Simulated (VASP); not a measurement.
# Si2W (I4/mmm) in VASP: a series of runs

The runs below take Si2W through single point, with LDA.

Everything below comes from runs of VASP 6.6.1. Logs are shortened: lines on timing, memory, paths and dates and some standing lists are left out, and cuts for length are marked.

## 1. The cell of the first run

Symmetry: I4/mmm, No. 139, tetragonal system. Conventional cell: a = 3.192 Å, b = 3.192 Å, c = 7.777 Å, α = 90.00°, β = 90.00°, γ = 90.00°. W (site symmetry 4/mmm) has 10 Si at 2.60 Å and 4 W at 3.19 Å within 3.4 Å. Si (site symmetry 4mm) has 9 Si at 2.57 to 3.19 Å and 5 W at 2.60 Å within 3.4 Å.

## 2. Single point, LDA

Contents of INCAR:

```
SYSTEM = Si2W
ALGO = Normal
EDIFF = 1E-7
ENCUT = 520
GGA = CA
ISIF = 2
ISMEAR = -1
LASPH = .TRUE.
LCHARG = .FALSE.
LREAL = .FALSE.
LWAVE = .FALSE.
NBANDS = 18
NELM = 100
PREC = Accurate
SIGMA = 0.05
```

Contents of KPOINTS:

```
k-points
0
G
  12 12 12
  0 0 0
```

Contents of POSCAR:

```
Si2W
1.0
   -1.5961151113      1.5961151113      3.8886743761
    1.5961151113     -1.5961151113      3.8886743761
    1.5961151113      1.5961151113     -3.8886743761
W Si
1 2
Direct
    0.0000000000      0.0000000000      0.0000000000
    0.6653000000      0.6653000000      0.0000000000
    0.3347000000      0.3347000000      0.0000000000
```

Potentials or basis: VASP PAW LDA potentials, release 64 (W_sv, Si).

Started as:

```console
$ cat potpaw_LDA.64/W_sv/POTCAR potpaw_LDA.64/Si/POTCAR > POTCAR
$ mpirun -np 1 vasp_std > vasp.out
```

OUTCAR:

```text
SYSTEM = Si2W
   EDIFF = 1E-7
   ENCUT = 520
   GGA = CA
   ISIF = 2
   ISMEAR = -1
   LASPH = .TRUE.
   LREAL = .FALSE.
   NELM = 100
   PREC = Accurate

 ion  position               nearest neighbor table
   1  0.000  0.000  0.000-   2 2.60   2 2.60   2 2.60   3 2.60   2 2.60   3 2.60   3 2.60   3 2.60
                             2 2.60   3 2.60
   2  0.665  0.665  0.000-   3 2.57   1 2.60   1 2.60   1 2.60   1 2.60   1 2.60   3 2.61   3 2.61
                             3 2.61   3 2.61
   3  0.335  0.335  0.000-   2 2.57   1 2.60   1 2.60   1 2.60   1 2.60   1 2.60   2 2.61   2 2.61
                             2 2.61   2 2.61

  LATTYP: Found a body centered tetragonal cell.
 ALAT       =     3.1922302226
 C/A-ratio  =     2.4363370465

  Lattice vectors:

 A1 = (  -1.5961151113,   1.5961151113,   3.8886743761)
 A2 = (   1.5961151113,  -1.5961151113,   3.8886743761)
 A3 = (   1.5961151113,   1.5961151113,  -3.8886743761)

Analysis of symmetry for initial positions (statically):
=====================================================================
 Subroutine PRICEL returns:
 Original cell was already a primitive cell.

 Routine SETGRP: Setting up the symmetry group for a
 body centered tetragonal supercell.

 Subroutine GETGRP returns: Found 16 space group operations
 (whereof 16 operations were pure point group operations)
 out of a pool of 16 trial point group operations.

The static configuration has the point symmetry D_4h.

Analysis of symmetry for dynamics (positions and initial velocities):
=====================================================================
 Subroutine PRICEL returns:
 Original cell was already a primitive cell.

 Routine SETGRP: Setting up the symmetry group for a
 body centered tetragonal supercell.

 Subroutine GETGRP returns: Found 16 space group operations
 (whereof 16 operations were pure point group operations)
 out of a pool of 16 trial point group operations.

The dynamic configuration has the point symmetry D_4h.

 Subroutine INISYM returns: Found 16 space group operations
 (whereof 16 operations are pure point group operations),
 and found     1 'primitive' translations

----------------------------------------------------------------------------------------

                                     Primitive cell

  volume of cell :      39.6269

  direct lattice vectors                    reciprocal lattice vectors
    -1.596115111  1.596115111  3.888674376     0.000000000  0.313260614  0.128578521
     1.596115111 -1.596115111  3.888674376     0.313260614  0.000000000  0.128578521
     1.596115111  1.596115111 -3.888674376     0.313260614  0.313260614  0.000000000

  length of vectors
     4.496326868  4.496326868  4.496326868     0.338621689  0.338621689  0.443017409

  position of ions in fractional coordinates (direct lattice)
     0.000000000  0.000000000  0.000000000
     0.665300000  0.665300000  0.000000000
     0.334700000  0.334700000  0.000000000

  ion indices of the primitive-cell ions
   primitive index   ion index
                 1           1
                 2           2
                 3           3

----------------------------------------------------------------------------------------

 KPOINTS: k-points

Automatic generation of k-mesh.
 Grid dimensions read from file:
 generate k-points for:   12   12   12

 Generating k-lattice:

  Cartesian coordinates                     Fractional coordinates (reciprocal lattice)
     0.000000000  0.026105051  0.010714877     0.083333333  0.000000000 -0.000000000
     0.026105051  0.000000000  0.010714877     0.000000000  0.083333333 -0.000000000
     0.026105051  0.026105051  0.000000000     0.000000000  0.000000000  0.083333333

  Length of vectors
     0.028218474  0.028218474  0.036918117

  Shift w.r.t. Gamma in fractional coordinates (k-lattice)
     0.000000000  0.000000000  0.000000000

 Subroutine IBZKPT returns following result:
 ===========================================

 Found    163 irreducible k-points:

 Following reciprocal coordinates:
            Coordinates               Weight
  0.000000  0.000000  0.000000      1.000000
  0.083333  0.000000  0.000000      8.000000
  0.166667 -0.000000  0.000000      8.000000
  0.250000 -0.000000  0.000000      8.000000
  0.333333  0.000000 -0.000000      8.000000
  0.416667 -0.000000  0.000000      8.000000
[... 16 lines left out ...]
  0.500000  0.166667  0.000000     16.000000
 -0.416667  0.166667 -0.000000     16.000000
 [... further k-points ...]
   k-points           NKPTS =    163   k-points in BZ     NKDIM =    163   number of bands    NBANDS=     18
   number of dos      NEDOS =    301   number of ions     NIONS =      3
   total plane-waves  NPLWV =  46656
   dimension x,y,z NGX =    36 NGY =   36 NGZ =   36
   dimension x,y,z NGXF=    72 NGYF=   72 NGZF=   72
   ions per type =               1   2
   NGX,Y,Z   is equivalent  to a cutoff of  13.31, 13.31, 13.31 a.u.
   NGXF,Y,Z  is equivalent  to a cutoff of  26.62, 26.62, 26.62 a.u.
 SYSTEM =  Si2W
   PREC   = accura    normal or accurate (medium, high low for compatibility)
   ISTART =      0    job   : 0-new  1-cont  2-samecut
   ICHARG =      2    charge: 1-file 2-atom 10-const
   ISPIN  =      1    spin polarized calculation?
   LNONCOLLINEAR =      F non collinear calculations
   LSORBIT =      F    spin-orbit coupling
   LASPH  =      T    aspherical Exc in radial PAW
   ENCUT  =  520.0 eV  38.22 Ry    6.18 a.u.   8.36  8.36  8.36*2*pi/ulx,y,z
   NELM   =    100;   NELMIN=  2; NELMDL= -5     # of ELM steps
   EDIFF  = 0.1E-06   stopping-criterion for ELM
   LREAL  =      F    real-space projection
   EDIFFG = 0.1E-05   stopping-criterion for IOM
   NSW    =      0    number of steps for IOM
   IBRION =     -1    ionic relax: 0-MD 1-quasi-New 2-CG
   NFREE  =      0    steps in history (QN), initial steepest desc. (CG)
   ISIF   =      2    stress and relaxation
   ISYM   =      2    0-nonsym 1-usesym 2-fastsym
   POTIM  = 0.5000    time-step for ionic-motion
   TEBEG  =    0.0;   TEEND  =   0.0 temperature during run
   PSTRESS=    0.0 pullay stress
   NELECT =      22.0000    total number of electrons
   NUPDOWN=      -1.0000    fix difference up-down
   EMIN   =  10.00;   EMAX   =-10.00  energy-range for DOS
   EFERMI =   0.00;   METHOD = LEGACY
   ISMEAR =    -1;   SIGMA  =   0.05  broadening in eV -4-tet -1-fermi 0-gaus
   EFERMI_NEDOS =   21; number of points for ismear=-14 and -15
   IALGO  =     38    algorithm
   IMIX   =      4    mixing-type and parameters
     AMIX     =   0.40;   BMIX     =  1.00
     AMIX_MAG =   1.60;   BMIX_MAG =  1.00
  volume/ion in A,a.u.               =      13.21        89.14
  Fermi-wavevector in a.u.,A,eV,Ry     =   1.345506  2.542638 24.631812  1.810387
  Thomas-Fermi vector in A             =   2.473414
   LORBIT       =      0    0 simple, 1 ext, 2 COOP (PROOUT), +10 PAW based schemes
   GGA     = CA    functional components
   LHFCALC =     F    Hartree Fock is set to
   AEXX    =    0.0000 exact exchange contribution
   IVDW    =     0    specifies the selected vdW correction
   LEPSILON=     F    determine dielectric tensor
   LRPA    =     F    only Hartree local field effects (RPA)
 non-spin polarized calculation
  energy-cutoff  :      520.00
  volume of cell :       39.63
 maximum number of plane-waves:      1084
 NGX is ok and might be reduce to    36
   NGX = 17   NGY = 17   NGZ = 17

 number of electron      21.9999999 magnetization

 Free energy of the ion-electron system (eV)
  ---------------------------------------------------
  ext. energy  EPLUGINS =         0.00000000
  ---------------------------------------------------
  free energy    TOTEN  =       -27.35698316 eV

  energy without entropy =      -27.35508280  energy(sigma->0) =      -27.35603298

 E-fermi :  12.1946     XC(G=0): -12.7424

 val. band max:       12.1373378014   @ k =  -0.3333  -0.4167   0.3333
 cond. band min:      12.2220694791   @ k =  -0.4167  -0.4167   0.3333
 fundamental gap:      0.0847316777
 Fermi energy:        12.1945667754

 k-point     1 :       0.0000    0.0000    0.0000
  band No.  band energies     occupation
      1     -61.1835      2.00000
      2     -25.7259      2.00000
      3     -25.6923      2.00000
      4     -25.6923      2.00000
      5      -1.9809      2.00000
      6       5.2335      2.00000
[... 10 lines left out ...]
     17      17.9832      0.00000
     18      17.9832      0.00000

 k-point     2 :       0.0833    0.0000    0.0000
  band No.  band energies     occupation
      1     -61.1829      2.00000
      2     -25.7247      2.00000
      3     -25.7087      2.00000
      4     -25.6908      2.00000
      5      -1.8457      2.00000
      6       5.2504      2.00000
[... 10 lines left out ...]
     17      17.9987      0.00000
     18      18.4575      0.00000

 k-point     3 :       0.1667   -0.0000    0.0000
  band No.  band energies     occupation
      1     -61.1813      2.00000
      2     -25.7533      2.00000
      3     -25.7213      2.00000
      4     -25.6867      2.00000
      5      -1.4471      2.00000
      6       5.2435      2.00000
[... 10 lines left out ...]
     17      18.3230      0.00000
     18      19.5182      0.00000

 k-point     4 :       0.2500   -0.0000    0.0000
  band No.  band energies     occupation
      1     -61.1791      2.00000
      2     -25.8137      2.00000
      3     -25.7168      2.00000
      4     -25.6812      2.00000
      5      -0.8059      2.00000
      6       4.9917      2.00000
[... 10 lines left out ...]
     17      19.2759      0.00000
     18      20.9047      0.00000

 k-point     5 :       0.3333    0.0000   -0.0000
  band No.  band energies     occupation
      1     -61.1769      2.00000
      2     -25.8733      2.00000
      3     -25.7122      2.00000
      4     -25.6756      2.00000
      5       0.0447      2.00000
      6       4.2916      2.00000
[... 10 lines left out ...]
     17      19.4899      0.00000
     18      21.0657      0.00000

 k-point     6 :       0.4167   -0.0000    0.0000
  band No.  band energies     occupation
      1     -61.1753      2.00000
      2     -25.9166      2.00000
      3     -25.7088      2.00000
      4     -25.6715      2.00000
      5       1.0562      2.00000
      6       3.3005      2.00000
[... 10 lines left out ...]
     17      19.1306      0.00000
     18      19.5539      0.00000

 k-point     7 :       0.5000   -0.0000    0.0000
  band No.  band energies     occupation
      1     -61.1748      2.00000
      2     -25.9324      2.00000
      3     -25.7076      2.00000
      4     -25.6700      2.00000
      5       2.0441      2.00000
      6       2.3095      2.00000
[... 10 lines left out ...]
     17      18.7347      0.00000
     18      18.9973      0.00000

 k-point     8 :       0.0833    0.0833    0.0000
  band No.  band energies     occupation
      1     -61.1823      2.00000
      2     -25.7241      2.00000
      3     -25.7081      2.00000
      4     -25.7062      2.00000
      5      -1.6722      2.00000
      6       5.0976      2.00000
[... 10 lines left out ...]
     17      18.4049      0.00000
     18      18.5145      0.00000
[... 229 lines left out ...]
     17      18.7901      0.00000
     18      20.1110      0.00000

 k-point    20 :       0.2500    0.1667    0.0000
  band No.  band energies     occupation
      1     -61.1770      2.00000
      2     -25.8068      2.00000
      3     -25.7406      2.00000
      4     -25.7134      2.00000
      5      -0.1208      2.00000
      6       4.4939      2.00000
[... 10 lines left out ...]
     17      18.7602      0.00000
     18      20.7801      0.00000

 k-point    21 :       0.3333    0.1667    0.0000
  band No.  band energies     occupation
      1     -61.1748      2.00000
      2     -25.8656      2.00000
      3     -25.7343      2.00000
      4     -25.7081      2.00000
      5       0.7261      2.00000
      6       4.0532      2.00000
[... 10 lines left out ...]
     17      19.5137      0.00000
     18      20.6856      0.00000

 k-point    22 :       0.4167    0.1667    0.0000
  band No.  band energies     occupation
      1     -61.1732      2.00000
      2     -25.9082      2.00000
      3     -25.7296      2.00000
      4     -25.7037      2.00000
      5       1.6999      2.00000
      6       3.2319      2.00000
[... 10 lines left out ...]
     17      19.6003      0.00000
     18      20.9886      0.00000

 k-point    23 :       0.5000    0.1667    0.0000
  band No.  band energies     occupation
      1     -61.1726      2.00000
      2     -25.9237      2.00000
      3     -25.7278      2.00000
      4     -25.7013      2.00000
      5       2.1863      2.00000
      6       2.7494      2.00000
[... 10 lines left out ...]
     17      19.6763      0.00000
     18      21.0695      0.00000

 k-point    24 :      -0.4167    0.1667   -0.0000
  band No.  band energies     occupation
      1     -61.1732      2.00000
      2     -25.9081      2.00000
      3     -25.7294      2.00000
      4     -25.7016      2.00000
      5       1.1449      2.00000
      6       3.8206      2.00000
[... 10 lines left out ...]
     17      19.3744      0.00000
     18      20.7000      0.00000

 [... further k-points ...]

------------------------ aborting loop because EDIFF is reached ----------------------------------------

  FORCE on cell =-STRESS in cart. coord.  units (eV):
  Direction    XX          YY          ZZ          XY          YZ          ZX
  --------------------------------------------------------------------------------------
  -------------------------------------------------------------------------------------
  Total       -0.1426723     -0.1426723      0.0132781      0.0000000     -0.0000000      0.0000000
  in kB       -5.7684647     -5.7684647      0.5368542      0.0000000     -0.0000000      0.0000000
  external PRESSURE =      -3.6666917 kB  Pullay stress =       0.0000000 kB

 VOLUME and BASIS-vectors are now :
 -----------------------------------------------------------------------------
  energy-cutoff  :      520.00
  volume of cell :       39.63
      direct lattice vectors                 reciprocal lattice vectors
    -1.596115111  1.596115111  3.888674376     0.000000000  0.313260614  0.128578521
     1.596115111 -1.596115111  3.888674376     0.313260614  0.000000000  0.128578521
     1.596115111  1.596115111 -3.888674376     0.313260614  0.313260614  0.000000000

 POSITION                                       TOTAL-FORCE (eV/Angst)
 -----------------------------------------------------------------------------------
      0.00000      0.00000      0.00000         0.000000      0.000000     -0.000000
      0.00000      0.00000      5.17427         0.000000      0.000000      0.015261
      0.00000      0.00000      2.60308        -0.000000     -0.000000     -0.015261
 -----------------------------------------------------------------------------------
    total drift:                               -0.000000     -0.000000      0.000000

  FREE ENERGIE OF THE ION-ELECTRON SYSTEM (eV)
  ---------------------------------------------------
  free  energy   TOTEN  =       -27.3569831597 eV

  energy  without entropy=      -27.3550827975  energy(sigma->0) =      -27.35603298
```

Run time: 3.9 min. Hardware: 1 thread of Intel Xeon 8259CL, shared host; peak memory 0.25 GiB.

What came out:

| Item | Value |
| --- | --- |
| Free energy | -27.3570 eV |
| Pressure | -0.4 GPa |
| Largest force | 0.015 eV/Å |
| Band gap on the k mesh | zero (bands 11 and 12 overlap by 1.33 eV) |

Forces in eV/Å, atoms in the order of the input:
```
W    0.000  0.000  0.000
Si   0.000  0.000  0.015
Si   0.000  0.000 -0.015
```

Levels at points of the mesh, in eV from the Fermi level:
| k point | band 9 | band 10 | band 11 | band 12 | band 13 | band 14 |
| --- | --- | --- | --- | --- | --- | --- |
| (0.00, 0.00, 0.00) | -2.90 | -2.90 | 0.59 | 2.85 | 2.93 | 3.15 |
| (0.50, 0.00, 0.00) | -2.87 | -2.85 | -0.48 | 2.71 | 2.82 | 3.99 |
| (0.50, 0.50, 0.00) | -5.07 | -3.34 | -1.68 | 2.88 | 2.97 | 3.16 |
| (0.50, 0.50, 0.50) | -0.82 | -0.82 | -0.54 | -0.54 | 0.78 | 4.56 |

Caveat: spin-orbit coupling is left out, which moves the levels of the heavy elements.

[end of part 1 of 2]

The gap in the log of VASP goes by the Fermi energy; the results here count the filled bands.